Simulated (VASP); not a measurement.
# NaH (P6_3/mmc) in VASP: further runs, part 2 of 2

VASP 6.6.1. The steps go on from the part before.

## Step 4: Relaxation of shape and atoms at fixed volume, PBE (12.91 Å³/atom)

This run uses another cell than the first one, of 12.91 Å³/atom.

INCAR

```
PREC = Accurate
ENCUT = 500
EDIFF = 1E-7
ISMEAR = 0
SIGMA = 0.02
LREAL = F
LASPH = T
NELM = 120
ALGO = Normal
ISIF = 4
LWAVE = F
LCHARG = F
GGA = PE
IBRION = 2
NSW = 50
EDIFFG = -0.01
GGA_COMPAT = F
NELMIN = 4
```

KPOINTS

```
Automatic mesh
0
Gamma
  12 12 2
```

POSCAR

```
NaH
1.0
    3.2722433224      0.0000000000      0.0000000000
   -1.6361216612      2.8338458446      0.0000000000
    0.0000000000      0.0000000000     11.1339667432
Na H
4 4
Direct
    0.6666666667      0.3333333333      0.8780795698
    0.3333333333      0.6666666667      0.1219204302
    0.3333333333      0.6666666667      0.3780795698
    0.6666666667      0.3333333333      0.6219204302
    0.0000000000      0.0000000000      0.0000000000
    0.0000000000      0.0000000000      0.5000000000
    0.6666666667      0.3333333333      0.2500000000
    0.3333333333      0.6666666667      0.7500000000
```

Potentials or basis: VASP PAW PBE potentials, release 64 (Na_pv, H).

Command:

```
$ cat potpaw_PBE.64/Na_pv/POTCAR potpaw_PBE.64/H/POTCAR > POTCAR
$ mpirun -np 1 vasp_std > vasp.out
```

OUTCAR:

```text
PREC = Accurate
   ENCUT = 500
   EDIFF = 1E-7
   ISMEAR = 0
   LREAL = F
   LASPH = T
   NELM = 120
   ISIF = 4
   GGA = PE
   IBRION = 2
   NSW = 50
   EDIFFG = -0.01
   NELMIN = 4

 ion  position               nearest neighbor table
   1  0.667  0.333  0.878-
   2  0.333  0.667  0.122-
   3  0.333  0.667  0.378-
   4  0.667  0.333  0.622-
   5  0.000  0.000  0.000-
   6  0.000  0.000  0.500-
[... 845 lines left out ...]
  -------------------------------------------------------------------------------------
  Total        1.6056033      1.6056033      1.6831637      0.0000000     -0.0000000      0.0000000
  in kB       24.9159300     24.9159300     26.1195205      0.0000000     -0.0000000      0.0000000
  external PRESSURE =      25.3171269 kB  Pullay stress =       0.0000000 kB

 VOLUME and BASIS-vectors are now :
 -----------------------------------------------------------------------------
  energy-cutoff  :      500.00
  volume of cell :      103.25
      direct lattice vectors                 reciprocal lattice vectors
     3.271580880  0.000000000  0.000000000     0.305662625  0.176474399  0.000000000
    -1.635790440  2.833272152 -0.000000000     0.000000000  0.352948798  0.000000000
     0.000000000  0.000000000 11.138476101     0.000000000  0.000000000  0.089778888

 POSITION                                       TOTAL-FORCE (eV/Angst)
 -----------------------------------------------------------------------------------
      1.63579      0.94442      9.77995         0.000000      0.000000     -0.008057
     -0.00000      1.88885      1.35852         0.000000     -0.000000      0.008057
     -0.00000      1.88885      4.21072         0.000000     -0.000000     -0.008057
      1.63579      0.94442      6.92776        -0.000000      0.000000      0.008057
      3.27158      0.00000     11.13848        -0.000000     -0.000000      0.000000
      3.27158      0.00000      5.56924        -0.000000     -0.000000      0.000000
      1.63579      0.94442      2.78462        -0.000000      0.000000      0.000000
     -0.00000      1.88885      8.35386        -0.000000     -0.000000      0.000000
 -----------------------------------------------------------------------------------
    total drift:                               -0.000000      0.000000     -0.000000

  FREE ENERGIE OF THE ION-ELECTRON SYSTEM (eV)
  ---------------------------------------------------
  free  energy   TOTEN  =       -20.0867618684 eV

  energy  without entropy=      -20.0867618684  energy(sigma->0) =      -20.08676187

 reached required accuracy - stopping structural energy minimisation
```

OSZICAR:

```text
N       E                     dE             d eps       ncg     rms          rms(c)
DAV:   1     0.260494831448E+03    0.26049E+03   -0.16835E+04  1601   0.166E+03
DAV:   2    -0.561939075525E+01   -0.26611E+03   -0.26044E+03  1596   0.431E+02
DAV:   3    -0.215031545761E+02   -0.15884E+02   -0.15825E+02  1916   0.126E+02
[... 13 lines left out ...]
DAV:   1    -0.200867680174E+02   -0.61594E-04   -0.54245E-03  1888   0.598E-01    0.393E-02
DAV:   2    -0.200867717856E+02   -0.37682E-05   -0.13251E-04  1631   0.107E-01    0.240E-02
DAV:   3    -0.200867615669E+02    0.10219E-04   -0.62919E-06  2315   0.286E-02    0.156E-03
DAV:   4    -0.200867617141E+02   -0.14728E-06   -0.72617E-07  1744   0.919E-03    0.554E-04
DAV:   5    -0.200867618688E+02   -0.15467E-06   -0.21779E-08   868   0.202E-03    0.139E-04
DAV:   6    -0.200867618684E+02    0.42110E-09   -0.72689E-09   848   0.115E-03
   2 F= -.20086762E+02 E0= -.20086762E+02  d E =-.554668E-04
```

CONTCAR:

```text
NaH
   1.00000000000000
     3.2715808795087886    0.0000000000000000    0.0000000000000000
    -1.6357904397543943    2.8332721522283717   -0.0000000000000000
     0.0000000000000000    0.0000000000000000   11.1384761006692958
  Na              H
     4     4
Direct
     0.6666666667000030    0.3333333332999970    0.8780333234297680
     0.3333333332999970    0.6666666667000030    0.1219666765702320
     0.3333333332999970    0.6666666667000030    0.3780333234297680
     0.6666666667000030    0.3333333332999970    0.6219666765702320
     1.0000000000000000    0.0000000000000000    1.0000000000000000
     1.0000000000000000    0.0000000000000000    0.5000000000000000
     0.6666666667000030    0.3333333332999970    0.2500000000000000
     0.3333333332999970    0.6666666667000030    0.7500000000000000

  0.00000000E+00  0.00000000E+00  0.00000000E+00
  0.00000000E+00  0.00000000E+00  0.00000000E+00
  0.00000000E+00  0.00000000E+00  0.00000000E+00
  0.00000000E+00  0.00000000E+00  0.00000000E+00
  0.00000000E+00  0.00000000E+00  0.00000000E+00
  0.00000000E+00  0.00000000E+00  0.00000000E+00
  0.00000000E+00  0.00000000E+00  0.00000000E+00
  0.00000000E+00  0.00000000E+00  0.00000000E+00
```

Run time: 64 s. Hardware: 1 thread of Intel Xeon Platinum 8488C (Sapphire Rapids), shared host; peak memory 0.23 GiB.

Results:

| Property | Result |
| --- | --- |
| Free energy | -20.0868 eV |
| Energy gained by relaxing | 0.0 meV/atom |
| Ionic steps | 2 |
| Pressure after relaxing | 2.5 GPa |
| Largest force after relaxing | 0.008 eV/Å |
| Band gap on the k mesh | 3.69 eV (least direct gap 4.36 eV) |

Forces in eV/Å, atoms in the order of the input:
```
Na   0.000  0.000 -0.008
Na   0.000  0.000  0.008
Na   0.000  0.000 -0.008
Na   0.000  0.000  0.008
H    0.000  0.000  0.000
H    0.000  0.000  0.000
H    0.000  0.000  0.000
H    0.000  0.000  0.000
```

Final structure:
```xyz
8
Lattice="3.2716 0.0000 0.0000 -1.6358 2.8333 0.0000 0.0000 0.0000 11.1385" Properties=species:S:1:pos:R:3 pbc="T T T"
Na    1.6358    0.9444    9.7800
Na    0.0000    1.8888    1.3585
Na    0.0000    1.8888    4.2107
Na    1.6358    0.9444    6.9278
H     3.2716    0.0000   11.1385
H     3.2716    0.0000    5.5692
H     1.6358    0.9444    2.7846
H     0.0000    1.8888    8.3539
```

Levels at points of the mesh, in eV from the valence-band top:
```csv
k point,band 13,band 14,band 15,band 16,band 17,band 18,band 19,band 20
"(0.00, 0.00, 0.00)",-3.88,-2.94,-2.73,-1.09,3.69,7.20,7.29,11.17
"(0.50, 0.00, 0.00)",-0.90,-0.66,-0.51,-0.21,4.15,4.33,5.33,5.67
"(0.00, 0.00, 0.50)",-3.61,-3.61,-1.75,-1.75,4.81,4.81,9.92,9.92
"(0.50, 0.00, 0.50)",-0.82,-0.82,-0.33,-0.33,4.39,4.39,5.17,5.17
```

A k mesh can miss the band edges.

## Step 5: Overview

```csv
task,cell,gap on the mesh (eV),pressure (GPa),largest force (eV/Å)
single point,"a = 3.486, b = 3.486, c = 11.860 Å, angles 90.0, 90.0, 120.0°, 8 atoms, atomic positions A",3.37,-1.9,0.01
relaxation of shape and atoms at fixed volume,"relaxed from a = 3.234, b = 3.234, c = 11.026 Å, angles 90.0, 90.0, 120.0°, 8 atoms, atomic positions B",3.74,3.7,-
relaxation of shape and atoms at fixed volume,"relaxed from a = 3.272, b = 3.272, c = 11.134 Å, angles 90.0, 90.0, 120.0°, 8 atoms, atomic positions A",3.69,2.5,0.01
```

Alike in all rows: level PBE; potentials or basis VASP PAW PBE potentials, release 64 (Na_pv, H); no spin polarisation; k mesh 12 × 12 × 2; cutoff (eV) 500; smearing gaussian 0.02 eV.

Caveats: the relaxation stopped at its first step, so nothing moved (at least some runs).

Absolute energies hang on the potentials; compare differences alone.
